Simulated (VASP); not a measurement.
# GaN (P6_3mc) in VASP: density of states with PBEsol

Aim: the density of states of GaN with PBEsol.

Program: VASP 6.6.1. These are calculated values, not measurements. Logs are shortened: lines on timing, memory, paths and dates and some standing lists are left out, and cuts for length are marked.

**1. The cell of the first run**

Symmetry: P6_3mc, No. 186, hexagonal system. Conventional cell: a = 3.183 Å, b = 3.183 Å, c = 5.185 Å, α = 90.00°, β = 90.00°, γ = 120.00°. Ga (site symmetry 3m) has 4 N at 1.95 Å within 2.6 Å. Within 2.6 Å of N (site symmetry 3m) lie 4 Ga at 1.95 Å.

**2. Density of states, PBEsol**

POSCAR reads:

```
GaN
1.0
    3.1827399379      0.0000000001      0.0000000000
   -1.5913699690      2.7563336398      0.0000000000
    0.0000000000      0.0000000000      5.1854064820
Ga N
2 2
Direct
    0.3333333333      0.6666666667     -0.0008066015
    0.6666666667      0.3333333333      0.4991933985
    0.3333333333      0.6666666667      0.3758066015
    0.6666666667      0.3333333333      0.8758066015
```

INCAR.step1 reads:

```
PREC = Accurate ; ENCUT = 520
EDIFF = 1E-7 ; ISMEAR = 0
SIGMA = 0.05 ; LREAL = False
LASPH = True ; NELM = 100
ALGO = Normal ; ISIF = 2
LWAVE = False ; LCHARG = True
GGA = PS ; NBANDS = 26
```

KPOINTS.step1 reads:

```
Automatic mesh
0
Gamma
  12 12 6
```

INCAR.step2 reads:

```
PREC = Accurate ; ENCUT = 520
EDIFF = 1E-7 ; ISMEAR = -5
SIGMA = 0.05 ; LREAL = False
LASPH = True ; NELM = 100
ALGO = Normal ; ISIF = 2
LWAVE = False ; LCHARG = False
GGA = PS ; LORBIT = 11
NBANDS = 26 ; NEDOS = 2001
ICHARG = 11
```

KPOINTS.step2 reads:

```
Automatic mesh
0
Gamma
  18 18 9
```

Potentials or basis: VASP PAW PBE potentials, release 64 (Ga_d, N).

Command:

```
$ cat potpaw_PBE.64/Ga_d/POTCAR potpaw_PBE.64/N/POTCAR > POTCAR
$ cp INCAR.step1 INCAR
$ cp KPOINTS.step1 KPOINTS
$ mpirun -np 1 vasp_std > vasp.out
$ cp INCAR.step2 INCAR
$ cp KPOINTS.step2 KPOINTS
$ mpirun -np 1 vasp_std > vasp.out
```

OUTCAR:

```text
PREC = Accurate
   ENCUT = 520
   EDIFF = 1E-7
   ISMEAR = -5
   LREAL = False
   LASPH = True
   NELM = 100
   ISIF = 2
   GGA = PS
   LORBIT = 11
   ICHARG = 11

 ion  position               nearest neighbor table
   1  0.333  0.667  0.999-   4 1.95   4 1.95   4 1.95   3 1.95
   2  0.667  0.333  0.499-   3 1.95   3 1.95   3 1.95   4 1.95
   3  0.333  0.667  0.376-   2 1.95   2 1.95   2 1.95   1 1.95
   4  0.667  0.333  0.876-   1 1.95   1 1.95   1 1.95   2 1.95

  LATTYP: Found a hexagonal cell.
 ALAT       =     3.1827399379
 C/A-ratio  =     1.6292272015

  Lattice vectors:

 A1 = (   3.1827399379,   0.0000000001,   0.0000000000)
 A2 = (  -1.5913699690,   2.7563336398,   0.0000000000)
 A3 = (   0.0000000000,   0.0000000000,   5.1854064820)

Analysis of symmetry for initial positions (statically):
=====================================================================
 Subroutine PRICEL returns:
 Original cell was already a primitive cell.

 Routine SETGRP: Setting up the symmetry group for a
 hexagonal supercell.

 Subroutine GETGRP returns: Found 12 space group operations
 (whereof  6 operations were pure point group operations)
 out of a pool of 24 trial point group operations.

The static configuration has the point symmetry C_3v.
 The point group associated with its full space group is C_6v.

Analysis of symmetry for dynamics (positions and initial velocities):
=====================================================================
 Subroutine PRICEL returns:
 Original cell was already a primitive cell.

 Routine SETGRP: Setting up the symmetry group for a
 hexagonal supercell.

 Subroutine GETGRP returns: Found 12 space group operations
 (whereof  6 operations were pure point group operations)
 out of a pool of 24 trial point group operations.

The dynamic configuration has the point symmetry C_3v.
 The point group associated with its full space group is C_6v.

 Subroutine INISYM returns: Found 12 space group operations
 (whereof  6 operations are pure point group operations),
 and found     1 'primitive' translations

----------------------------------------------------------------------------------------

                                     Primitive cell

  volume of cell :      45.4900

  direct lattice vectors                    reciprocal lattice vectors
[... 93 lines left out ...]
   EDIFF  = 0.1E-06   stopping-criterion for ELM
   LREAL  =      F    real-space projection
   EDIFFG = 0.1E-05   stopping-criterion for IOM
   NSW    =      0    number of steps for IOM
   IBRION =     -1    ionic relax: 0-MD 1-quasi-New 2-CG
   NFREE  =      0    steps in history (QN), initial steepest desc. (CG)
   ISIF   =      2    stress and relaxation
   ISYM   =      2    0-nonsym 1-usesym 2-fastsym
   POTIM  = 0.5000    time-step for ionic-motion
   TEBEG  =    0.0;   TEEND  =   0.0 temperature during run
   PSTRESS=    0.0 pullay stress
   NELECT =      36.0000    total number of electrons
   NUPDOWN=      -1.0000    fix difference up-down
   EMIN   =  10.00;   EMAX   =-10.00  energy-range for DOS
   EFERMI =   0.00;   METHOD = LEGACY
   ISMEAR =    -5;   SIGMA  =   0.05  broadening in eV -4-tet -1-fermi 0-gaus
   EFERMI_NEDOS =   21; number of points for ismear=-14 and -15
   IALGO  =     38    algorithm
   IMIX   =      4    mixing-type and parameters
     AMIX     =   0.40;   BMIX     =  1.00
     AMIX_MAG =   1.60;   BMIX_MAG =  1.00
  volume/ion in A,a.u.               =      11.37        76.75
  Fermi-wavevector in a.u.,A,eV,Ry     =   1.514272  2.861558 31.198406  2.293018
  Thomas-Fermi vector in A             =   2.623951
   LORBIT       =     11    0 simple, 1 ext, 2 COOP (PROOUT), +10 PAW based schemes
   GGA     = PS    functional components
   LHFCALC =     F    Hartree Fock is set to
   AEXX    =    0.0000 exact exchange contribution
   IVDW    =     0    specifies the selected vdW correction
   LEPSILON=     F    determine dielectric tensor
   LRPA    =     F    only Hartree local field effects (RPA)
 non-spin polarized calculation
 Fermi weights with tetrahedron method with Bloechl corrections
  energy-cutoff  :      520.00
  volume of cell :       45.49
 maximum number of plane-waves:      1248
 NGX is ok and might be reduce to    24

 number of electron      35.9999992 magnetization

 Free energy of the ion-electron system (eV)
  ---------------------------------------------------
  ext. energy  EPLUGINS =         0.00000000
  ---------------------------------------------------
  free energy    TOTEN  =       -26.27762310 eV

  energy without entropy =      -26.27762310  energy(sigma->0) =      -26.27762310

 E-fermi :   5.2410     XC(G=0): -11.9279

 val. band max:        5.2323622055   @ k =   0.0000   0.0000   0.0000
 cond. band min:       7.1279749808   @ k =   0.0000   0.0000   0.0000
 fundamental gap:      1.8956127753
 Fermi energy:         5.2409865855

 k-point     1 :       0.0000    0.0000    0.0000
  band No.  band energies     occupation
      1     -10.7820      2.00000
      2      -9.8137      2.00000
      3      -8.1711      2.00000
      4      -8.1549      2.00000
      5      -8.1549      2.00000
      6      -8.0917      2.00000
[... 685 lines left out ...]
     25      17.3889      0.00000
     26      18.6298      0.00000

 [... further k-points ...]
[... 5 lines left out ...]
  --------------------------------------------------------------------------------------
  -------------------------------------------------------------------------------------
  Total       -0.0999626     -0.0999626     -0.0813153     -0.0000000      0.0000000      0.0000000
  in kB       -3.5207284     -3.5207284     -2.8639601     -0.0000000      0.0000000      0.0000000
  external PRESSURE =      -3.3018056 kB  Pullay stress =       0.0000000 kB

 VOLUME and BASIS-vectors are now :
 -----------------------------------------------------------------------------
  energy-cutoff  :      520.00
  volume of cell :       45.49
      direct lattice vectors                 reciprocal lattice vectors
     3.182739938  0.000000000  0.000000000     0.314194694  0.181400391  0.000000000
    -1.591369969  2.756333640  0.000000000    -0.000000000  0.362800782  0.000000000
     0.000000000  0.000000000  5.185406482     0.000000000  0.000000000  0.192848912

 POSITION                                       TOTAL-FORCE (eV/Angst)
 -----------------------------------------------------------------------------------
     -0.00000      1.83756      5.18122         0.000000     -0.000000     -0.000926
      1.59137      0.91878      2.58852        -0.000000      0.000000     -0.000926
     -0.00000      1.83756      1.94871        -0.000000      0.000000      0.000926
      1.59137      0.91878      4.54141         0.000000      0.000000      0.000926
 -----------------------------------------------------------------------------------
    total drift:                               -0.000001     -0.000001     -0.000127

  FREE ENERGIE OF THE ION-ELECTRON SYSTEM (eV)
  ---------------------------------------------------
  free  energy   TOTEN  =       -26.2776231039 eV

  energy  without entropy=      -26.2776231039  energy(sigma->0) =      -26.27762310

 total charge

# of ion       s       p       d       tot
------------------------------------------
    1        0.790   0.909  10.183  11.883
    2        0.790   0.909  10.183  11.883
    3        1.217   2.511   0.000   3.728
    4        1.217   2.511   0.000   3.728
--------------------------------------------------
tot          4.014   6.839  20.367  31.220
```

OUTCAR.step1:

```text
PREC = Accurate
   ENCUT = 520
   EDIFF = 1E-7
   ISMEAR = 0
   LREAL = False
[... 928 lines left out ...]
     -0.00000      1.83756      5.18122        -0.000000      0.000000     -0.000866
      1.59137      0.91878      2.58852         0.000000     -0.000000     -0.000866
     -0.00000      1.83756      1.94871        -0.000000      0.000000      0.000866
      1.59137      0.91878      4.54141         0.000000     -0.000000      0.000866
 -----------------------------------------------------------------------------------
    total drift:                               -0.000001     -0.000001     -0.000596

  FREE ENERGIE OF THE ION-ELECTRON SYSTEM (eV)
  ---------------------------------------------------
  free  energy   TOTEN  =       -26.2686059679 eV

  energy  without entropy=      -26.2686059679  energy(sigma->0) =      -26.26860597
```

OSZICAR.step1:

```text
N       E                     dE             d eps       ncg     rms          rms(c)
DAV:   1     0.280799416148E+03    0.28080E+03   -0.17558E+04  4246   0.257E+03
DAV:   2     0.647500881144E+01   -0.27432E+03   -0.25943E+03  4288   0.491E+02
DAV:   3    -0.287407396824E+02   -0.35216E+02   -0.34737E+02  4790   0.143E+02
DAV:   4    -0.298881414646E+02   -0.11474E+01   -0.11428E+01  4704   0.279E+01
DAV:   5    -0.299122603316E+02   -0.24119E-01   -0.24095E-01  4904   0.391E+00    0.102E+01
DAV:   6    -0.262604024691E+02    0.36519E+01   -0.87160E+00  6522   0.487E+01    0.309E+00
DAV:   7    -0.263118679527E+02   -0.51465E-01   -0.12330E+00  4180   0.802E+00    0.262E+00
DAV:   8    -0.262889971440E+02    0.22871E-01   -0.18891E-01  6546   0.501E+00    0.113E+00
DAV:   9    -0.262681407696E+02    0.20856E-01   -0.58186E-02  6312   0.390E+00    0.353E-01
DAV:  10    -0.262686818955E+02   -0.54113E-03   -0.54618E-03  4148   0.509E-01    0.124E-01
DAV:  11    -0.262686176358E+02    0.64260E-04   -0.56348E-04  5856   0.462E-01    0.664E-02
DAV:  12    -0.262686305491E+02   -0.12913E-04   -0.74737E-05  4184   0.585E-02    0.846E-02
DAV:  13    -0.262686123129E+02    0.18236E-04   -0.18626E-05  5936   0.437E-02    0.513E-02
DAV:  14    -0.262686078543E+02    0.44586E-05   -0.80181E-06  6102   0.232E-02    0.242E-02
DAV:  15    -0.262686069633E+02    0.89103E-06   -0.92096E-07  6034   0.101E-02    0.170E-02
DAV:  16    -0.262686060638E+02    0.89946E-06   -0.10387E-06  4846   0.148E-02    0.655E-03
DAV:  17    -0.262686059679E+02    0.95945E-07   -0.46715E-07  3448   0.441E-03
   1 F= -.26268606E+02 E0= -.26268606E+02  d E =-.484017E-14
```

Run time: 2.2 min. Hardware: 1 thread of AMD EPYC 9R45 (Zen 5), shared host; peak memory 0.26 GiB.

Results:

```
Valence electrons inside the program's atomic spheres : Ga 11.88; N 3.73
```

Caveat: the PAW data sets were made with another functional, which shifts forces and pressure a little.
